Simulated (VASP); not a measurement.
# GaAs (F-43m) in VASP: notebook

Aim: see how the results for GaAs move with the level of theory and the settings. Levels: PBE+D3(BJ), BLYP. Tasks: dielectric tensor, elastic constants.

All numbers are computed with VASP 6.6.1; they aren't measurements. Logs are shortened: lines on timing, memory, paths and dates and some standing lists are left out, and cuts for length are marked.

### 1 The cell of the first run

Symmetry: F-43m, No. 216, cubic system. Conventional cell: a = 5.654 Å, b = 5.654 Å, c = 5.654 Å, α = 90.00°, β = 90.00°, γ = 90.00°. As (site symmetry -43m) has 4 Ga at 2.45 Å within 3.2 Å. Ga (site symmetry -43m) has 4 As at 2.45 Å within 3.2 Å.

### 2 Dielectric tensor, PBE+D3(BJ)

INCAR

```
SYSTEM = GaAs
ALGO = Normal ; EDIFF = 1E-8
ENCUT = 400 ; GGA = PE
GGA_COMPAT = .FALSE. ; ISIF = 2
ISMEAR = 0 ; IVDW = 12
LASPH = .TRUE. ; LCHARG = .FALSE.
LEPSILON = .TRUE. ; LREAL = .FALSE.
LWAVE = .FALSE. ; NELM = 120
PREC = Accurate ; SIGMA = 0.01
```

KPOINTS

```
k-points
0
G
  8 8 8
  0 0 0
```

POSCAR

```
GaAs
1.0
    0.0000000000      2.8268500000      2.8268500000
    2.8268500000      0.0000000000      2.8268500000
    2.8268500000      2.8268500000      0.0000000000
As Ga
1 1
Direct
    0.2500000000      0.2500000000      0.2500000000
    0.0000000000      0.0000000000      0.0000000000
```

Potentials or basis: VASP PAW PBE potentials, release 64 (As_d, Ga_d).

The run is started by

```bash
$ cat potpaw_PBE.64/As_d/POTCAR potpaw_PBE.64/Ga_d/POTCAR > POTCAR
$ mpirun -np 1 vasp_std > vasp.out
```

OUTCAR:

```text
SYSTEM = GaAs
   EDIFF = 1E-8
   ENCUT = 400
   GGA = PE
   ISIF = 2
   ISMEAR = 0
   IVDW = 12
   LASPH = .TRUE.
   LEPSILON = .TRUE.
   LREAL = .FALSE.
   NELM = 120
   PREC = Accurate
 IVDW          = 12

 ion  position               nearest neighbor table
   1  0.250  0.250  0.250-   2 2.45   2 2.45   2 2.45   2 2.45
   2  0.000  0.000  0.000-   1 2.45   1 2.45   1 2.45   1 2.45

  LATTYP: Found a face centered cubic cell.
 ALAT       =     5.6537000000

  Lattice vectors:

 A1 = (   0.0000000000,   2.8268500000,   2.8268500000)
 A2 = (   2.8268500000,   0.0000000000,   2.8268500000)
 A3 = (   2.8268500000,   2.8268500000,   0.0000000000)

Analysis of symmetry for initial positions (statically):
=====================================================================
 Subroutine PRICEL returns:
 Original cell was already a primitive cell.

 Routine SETGRP: Setting up the symmetry group for a
 face centered cubic supercell.

 Subroutine GETGRP returns: Found 24 space group operations
 (whereof 24 operations were pure point group operations)
 out of a pool of 48 trial point group operations.

The static configuration has the point symmetry T_d .

Analysis of symmetry for dynamics (positions and initial velocities):
=====================================================================
 Subroutine PRICEL returns:
 Original cell was already a primitive cell.

 Routine SETGRP: Setting up the symmetry group for a
 face centered cubic supercell.

 Subroutine GETGRP returns: Found 24 space group operations
 (whereof 24 operations were pure point group operations)
 out of a pool of 48 trial point group operations.

The dynamic configuration has the point symmetry T_d .

 Subroutine INISYM returns: Found 24 space group operations
 (whereof 24 operations are pure point group operations),
 and found     1 'primitive' translations

----------------------------------------------------------------------------------------

                                     Primitive cell

  volume of cell :      45.1792

  direct lattice vectors                    reciprocal lattice vectors
     0.000000000  2.826850000  2.826850000    -0.176875321  0.176875321  0.176875321
     2.826850000  0.000000000  2.826850000     0.176875321 -0.176875321  0.176875321
     2.826850000  2.826850000  0.000000000     0.176875321  0.176875321 -0.176875321

  length of vectors
     3.997769609  3.997769609  3.997769609     0.306357042  0.306357042  0.306357042

  position of ions in fractional coordinates (direct lattice)
     0.250000000  0.250000000  0.250000000
     0.000000000  0.000000000  0.000000000

  ion indices of the primitive-cell ions
   primitive index   ion index
                 1           1
                 2           2

----------------------------------------------------------------------------------------

 KPOINTS: k-points

Automatic generation of k-mesh.
 Grid dimensions read from file:
 generate k-points for:    8    8    8

 Generating k-lattice:

  Cartesian coordinates                     Fractional coordinates (reciprocal lattice)
    -0.022109415  0.022109415  0.022109415     0.125000000  0.000000000  0.000000000
     0.022109415 -0.022109415  0.022109415     0.000000000  0.125000000  0.000000000
     0.022109415  0.022109415 -0.022109415     0.000000000  0.000000000  0.125000000

  Length of vectors
     0.038294630  0.038294630  0.038294630

  Shift w.r.t. Gamma in fractional coordinates (k-lattice)
     0.000000000  0.000000000  0.000000000

 Subroutine IBZKPT returns following result:
 ===========================================

 Found     29 irreducible k-points:

 Following reciprocal coordinates:
            Coordinates               Weight
  0.000000  0.000000  0.000000      1.000000
  0.125000  0.000000  0.000000      8.000000
  0.250000  0.000000  0.000000      8.000000
[... 60 lines left out ...]
     AMIX_MAG =   1.60;   BMIX_MAG =  1.00
  volume/ion in A,a.u.               =      22.59       152.44
  Fermi-wavevector in a.u.,A,eV,Ry     =   1.395773  2.637628 26.506623  1.948182
  Thomas-Fermi vector in A             =   2.519192
   LORBIT       =      0    0 simple, 1 ext, 2 COOP (PROOUT), +10 PAW based schemes
   GGA     = PE    functional components
   LHFCALC =     F    Hartree Fock is set to
   AEXX    =    0.0000 exact exchange contribution
   IVDW    =    12    specifies the selected vdW correction
   LEPSILON=     T    determine dielectric tensor
   LRPA    =     F    only Hartree local field effects (RPA)
 non-spin polarized calculation
 Gauss-broadening in eV      SIGMA  =   0.01
  energy-cutoff  :      400.00
  volume of cell :       45.18
 maximum number of plane-waves:       869
 NGX is ok and might be reduce to    28
   NGX = 13   NGY = 13   NGZ = 13

--------------------------------------- Ionic step        1  -------------------------------------------

 number of electron      27.9999988 magnetization

 E-fermi :   3.2031     XC(G=0):  -9.9165

 val. band max:        3.1320583845   @ k =   0.0000   0.0000   0.0000
 cond. band min:       3.6490766042   @ k =   0.0000   0.0000   0.0000
 fundamental gap:      0.5170182197
 Fermi energy:         3.2031134657

 k-point     1 :       0.0000    0.0000    0.0000
  band No.  band energies     occupation
      1     -31.9861      2.00000
      2     -31.9861      2.00000
      3     -31.9861      2.00000
      4     -31.9759      2.00000
      5     -31.9759      2.00000
      6     -11.6679      2.00000
[... 481 lines left out ...]
      5     -31.9753      2.00000
      6     -11.7563      2.00000
[... 10 lines left out ...]
     17       9.4833      0.00000
     18      10.8309      0.00000

 [... further k-points ...]

  FORCE on cell =-STRESS in cart. coord.  units (eV):
  Direction    XX          YY          ZZ          XY          YZ          ZX
  --------------------------------------------------------------------------------------
  -------------------------------------------------------------------------------------
  Total       0.16350     0.16350     0.16350     0.00000     0.00000     0.00000
  in kB       5.79828     5.79828     5.79828     0.00000     0.00000     0.00000
  external pressure =        5.80 kB  Pullay stress =        0.00 kB

 VOLUME and BASIS-vectors are now :
 -----------------------------------------------------------------------------
  energy-cutoff  :      400.00
  volume of cell :       45.18
      direct lattice vectors                 reciprocal lattice vectors
     0.000000000  2.826850000  2.826850000    -0.176875321  0.176875321  0.176875321
     2.826850000  0.000000000  2.826850000     0.176875321 -0.176875321  0.176875321
     2.826850000  2.826850000  0.000000000     0.176875321  0.176875321 -0.176875321

 POSITION                                       TOTAL-FORCE (eV/Angst)
 -----------------------------------------------------------------------------------
      1.41342      1.41342      1.41342        -0.000000      0.000000      0.000000
      0.00000      0.00000      0.00000         0.000000     -0.000000     -0.000000
 -----------------------------------------------------------------------------------
    total drift:                                0.000000      0.000000      0.000001

  FREE ENERGIE OF THE ION-ELECTRON SYSTEM (eV)
  ---------------------------------------------------
  free  energy   TOTEN  =        -8.9093873195 eV

  energy  without entropy=       -8.9093873195  energy(sigma->0) =       -8.90938732

 HEAD OF MICROSCOPIC STATIC DIELECTRIC TENSOR (INDEPENDENT PARTICLE, excluding Hartree and local field effects)
 ------------------------------------------------------
          29.574180     0.000000     0.000000
           0.000000    29.574180     0.000000
          -0.000000    -0.000000    29.574180
 ------------------------------------------------------

 Free energy of the ion-electron system (eV)
  ---------------------------------------------------
  ---------------------------------------------------
  free energy    TOTEN  =        -3.69590893 eV

  energy without entropy =       -3.69590893

------------------------ aborting loop because EDIFF is reached ----------------------------------------

 Edisp (eV)   -0.64970

 E8    (eV) :    -0.2901
[... 7 lines left out ...]
 E8    (eV) :    -0.2901

--------------------------------------- Ionic step        3  -------------------------------------------

 Free energy of the ion-electron system (eV)
  ---------------------------------------------------
  ---------------------------------------------------
  free energy    TOTEN  =        -3.69575596 eV

  energy without entropy =       -3.69575596

------------------------ aborting loop because EDIFF is reached ----------------------------------------

 Edisp (eV)   -0.64970

 E8    (eV) :    -0.2901

 PIEZOELECTRIC TENSOR FIELD DIRECTION 3  (e Angst)
 -----------------------------------------------------------------------------
     0.00056 -3.37375  0.00000           (  0.00000 -0.00617  0.00000)
    -3.37375  0.00056  0.00000           ( -0.00617  0.00000  0.00000)
     0.00000  0.00000 -0.00336           (  0.00000  0.00000 -0.00000)

 PIEZOELECTRIC TENSOR FIELD DIRECTION 3  (C/m^2)
 -----------------------------------------------------------------------------
     0.00020 -1.19642  0.00000
    -1.19642  0.00020  0.00000
     0.00000  0.00000 -0.00119

 MACROSCOPIC STATIC DIELECTRIC TENSOR (including local field effects in DFT)
 ------------------------------------------------------
          29.160537    -0.000000    -0.000000
          -0.000000    29.160537    -0.000000
           0.000000     0.000000    29.160537
 ------------------------------------------------------

 PIEZOELECTRIC TENSOR (including local field effects)  for field in x, y, z        (e  Angst)
          XX          YY          ZZ          XY          YZ          ZX
  --------------------------------------------------------------------------------
  x     0.00000     0.00000     0.00000    -0.00000    -3.38493    -0.00000
  y    -0.00000     0.00000     0.00000     0.00000    -0.00000    -3.38493
  z     0.00000    -0.00000    -0.00000    -3.38493     0.00000    -0.00000

 PIEZOELECTRIC TENSOR (including local field effects)  for field in x, y, z        (C/m^2)
          XX          YY          ZZ          XY          YZ          ZX
  --------------------------------------------------------------------------------
  x     0.00000     0.00000     0.00000    -0.00000    -1.20039    -0.00000
  y    -0.00000     0.00000     0.00000     0.00000    -0.00000    -1.20039
  z     0.00000    -0.00000    -0.00000    -1.20039     0.00000    -0.00000

 BORN EFFECTIVE CHARGES (including local field effects) (in |e|, cummulative output)
 ---------------------------------------------------------------------------------
 ion    1
    1    -2.29853    -0.00000    -0.00000
    2     0.00000    -2.29853     0.00000
    3     0.00000     0.00000    -2.29853
 ion    2
    1     2.29853     0.00000     0.00000
    2     0.00000     2.29853     0.00000
    3    -0.00000     0.00000     2.29853
```

It took 8.2 min on 1 thread of Intel Xeon Platinum 8559C (Emerald Rapids), shared host; peak memory 0.28 GiB.

What came out:

```
Band gap on the k mesh                  : 0.52 eV
Electronic dielectric tensor (diagonal) : 29.16
Born charges (mean of the diagonal)     : As -2.30; Ga +2.30 e
Dispersion energy per atom              : -0.325 eV
```

Levels at points of the mesh, in eV from the valence-band top:
```tsv
k point	band 12	band 13	band 14	band 15	band 16	band 17
(0.00, 0.00, 0.00)	0.00	0.00	0.00	0.52	3.74	3.74
(0.50, 0.00, 0.00)	-6.63	-1.14	-1.14	1.00	4.65	4.65
(0.50, 0.50, 0.00)	-6.81	-2.67	-2.67	1.47	1.66	10.18
```

Electronic dielectric tensor:
```
29.16  0.00  0.00
 0.00 29.16  0.00
 0.00  0.00 29.16
```

Born effective charge tensors (e):
atom 1, As
```
-2.30  0.00  0.00
 0.00 -2.30  0.00
 0.00  0.00 -2.30
```
atom 2, Ga
```
2.30 0.00 0.00
0.00 2.30 0.00
0.00 0.00 2.30
```

Caveat: the gap is small at this level, which inflates the dielectric constant; three body term missing; semilocal functionals underestimate gaps, and a narrow one can read as zero. A k mesh can miss the band edges.

### 3 Elastic constants, BLYP

INCAR

```
SYSTEM = GaAs
  PREC = Accurate
  ENCUT = 500
  EDIFF = 1E-8
  ISMEAR = 0
  SIGMA = 0.01
  LREAL = .False.
  LASPH = .True.
  NELM = 120
  ALGO = Normal
  ISIF = 3
  LWAVE = .False.
  LCHARG = .False.
  GGA = B5
  ALDAX = 1.0
  AGGAX = 1.0
  AGGAC = 1.0
  ALDAC = 0.0
  IBRION = 6
  NFREE = 2
  POTIM = 0.015
  NSW = 1
  GGA_COMPAT = .False.
```

KPOINTS

```
Automatic mesh
0
Gamma
  5 5 5
  0 0 0
```

POSCAR, as its differences from that of step 2:

```diff
@@ -8,3 +8,3 @@
 Direct
-    0.2500000000      0.2500000000      0.2500000000
+    0.7500000000      0.7500000000      0.7500000000
     0.0000000000      0.0000000000      0.0000000000
```

Potentials or basis: VASP PAW PBE potentials, release 64 (As, Ga_d).

The run is started by

```bash
$ cat potpaw_PBE.64/As/POTCAR potpaw_PBE.64/Ga_d/POTCAR > POTCAR
$ mpirun -np 1 vasp_std > vasp.out
```

Run time: 7.3 min. Hardware: 1 thread of Intel Xeon Platinum 8259CL at 2.50GHz (Skylake/Cascade Lake), shared host; peak memory 0.2 GiB.

It converged, with:

- Elastic constants C11, C12, C44: 116, 56, 56 GPa
- Voigt bulk modulus: 76 GPa
- Highest phonon frequency at Γ, LO-TO splitting left out: 273 cm⁻¹

Phonon frequencies in cm⁻¹ (negative: imaginary):
```tsv
q point	frequencies
(0.000, 0.000, 0.000)	0 0 0 273 273 273
```

Elastic tensor in Voigt notation (GPa, in the Cartesian axes of the cell as first typed):
```
116  56  56   0   0   0
 56 116  56   0   0   0
 56  56 116   0   0   0
  0   0   0  56   0   0
  0   0   0   0  56   0
  0   0   0   0   0  56
```

Clamped-ion elastic tensor (GPa):
```
116  56  56   0   0   0
 56 116  56   0   0   0
 56  56 116   0   0   0
  0   0   0  79   0   0
  0   0   0   0  79   0
  0   0   0   0   0  79
```

Caveat: the k points lie up to 0.38 Å⁻¹ apart; the cell is under stress, which shifts elastic constants; the PAW data sets were made with another functional, which shifts forces and pressure a little.
